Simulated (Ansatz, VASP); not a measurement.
One calculation of Ga3BiAs2, two programs

```
CELL_PARAMETERS angstrom
4.26875 0.00000 0.00000
-2.13438 3.69685 0.00000
0.00000 0.00000 10.51623
ATOMIC_POSITIONS crystal
As 0.00000 0.00000 0.01047
As 0.33333 0.66667 0.32430
Bi 0.66667 0.33333 0.66358
Ga 0.33333 0.66667 0.08337
Ga 0.66667 0.33333 0.39541
Ga 0.00000 0.00000 0.77286
```

Alike in both runs: task single point; functional PBE; k mesh 6 × 6 × 2; occupations fermi-dirac, width 0.02 eV; no spin polarisation.

```csv
,VASP,Ansatz
version,VASP 6.6.1,Ansatz 0.2.0
potentials or method,"VASP PAW PBE potentials, release 64 (As, Bi_d, Ga_d)","plane waves, PAW"
plane-wave cutoff (eV),520,420
valence electrons in the cell,64,84
```

|  | VASP | Ansatz | Ansatz less VASP |
| --- | --- | --- | --- |
| pressure (GPa) | -1.3 | -1.3 | -0.08 |
| rms of the force components (eV/Å) | 0.016 | 0.018 | +0.0014 |

Atom by atom the forces differ by 0.003 eV/Å (rms over components). VASP's potentials hold 64 valence electrons a cell and Ansatz's 84, so a difference there can come from the potentials and not from the codes.

Neither program's run includes spin-orbit coupling.
